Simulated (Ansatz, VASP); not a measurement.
One calculation of Pt, two programs

File INCAR:

```
SYSTEM = Pt
ALGO = Fast ; EDIFF = 1E-6
ENCUT = 520 ; GGA = PE
ISIF = 2 ; ISMEAR = 0
LASPH = .TRUE. ; LCHARG = .FALSE.
LREAL = .FALSE. ; LWAVE = .FALSE.
NBANDS = 39 ; NELM = 80
PREC = Accurate ; SIGMA = 0.15
```

Contents of KPOINTS:

```
k-points
0
G
  14 14 5
  0 0 0
```

File POSCAR:

```
Pt
1.0
   -3.1627959429      0.0000000000      0.0000000000
    0.0000000000     -3.1627959429      0.0000000000
    0.0000000000      0.0000000000      9.8883878288
Pt
6
Direct
    0.5000000000      0.5000000000      0.0799463835
    0.0000000000      0.0000000000      0.8795701437
    0.5000000000      0.5000000000      0.3997958876
    0.0000000000      0.0000000000      0.2398711356
    0.5000000000      0.5000000000      0.7196453916
    0.0000000000      0.0000000000      0.5597206396
```

Input for Ansatz:

```yaml
crystal:
  lattice:
    - [-3.1627959429, 0.0, 0.0]
    - [0.0, -3.1627959429, 0.0]
    - [0.0, 0.0, 9.8883878288]
  atoms:
    - { symbol: Pt, position: [0.5, 0.5, 0.0799463835] }
    - { symbol: Pt, position: [0.0, 0.0, 0.8795701437] }
    - { symbol: Pt, position: [0.5, 0.5, 0.3997958876] }
    - { symbol: Pt, position: [0.0, 0.0, 0.2398711356] }
    - { symbol: Pt, position: [0.5, 0.5, 0.7196453916] }
    - { symbol: Pt, position: [0.0, 0.0, 0.5597206396] }
basis:
  ecutwfc: 420
kpoints:
  mp_grid: { grid: [14, 14, 5] }
hamiltonian:
  xc: pbe
  pseudopotentials: { kind: paw, azcp: { folder: soft_1 } }
scf:
  occupations: { method: gaussian, width: 0.15 }
output:
  forces: true
  stress: true
  eigenvalues: true
  write_density: true
  write_potential: true
  elf: true
  volumetric_format: npy
```

Alike in both runs: task single point; functional PBE; k mesh 14 × 14 × 5; occupations gaussian, width 0.15 eV; no spin polarisation.

|  | VASP | Ansatz |
| --- | --- | --- |
| version | VASP 6.6.1 | Ansatz 0.2.0 |
| potentials or method | VASP PAW PBE potentials, release 64 (Pt), cutoff 520 eV | scalar-relativistic, plane waves, PAW |
| valence electrons in the cell | 60 | 108 |

```tsv
	VASP	Ansatz	Ansatz less VASP
gap on the k mesh at the Fermi level (eV)	none	none	-
pressure (GPa)	-6.8	-6.5	+0.36
traceless stress, the component that is largest in VASP (GPa)	0.69	0.69	+0.002
rms of the force components (eV/Å)	0.366	0.370	+0.0044
```

Atom by atom the forces differ by 0.004 eV/Å (rms over components). A gap of «none» marks a metal or a gap that the smearing closes. VASP's potentials hold 60 valence electrons a cell and Ansatz's 108, so a difference there can come from the potentials and not from the codes.

Neither program's run includes spin-orbit coupling.
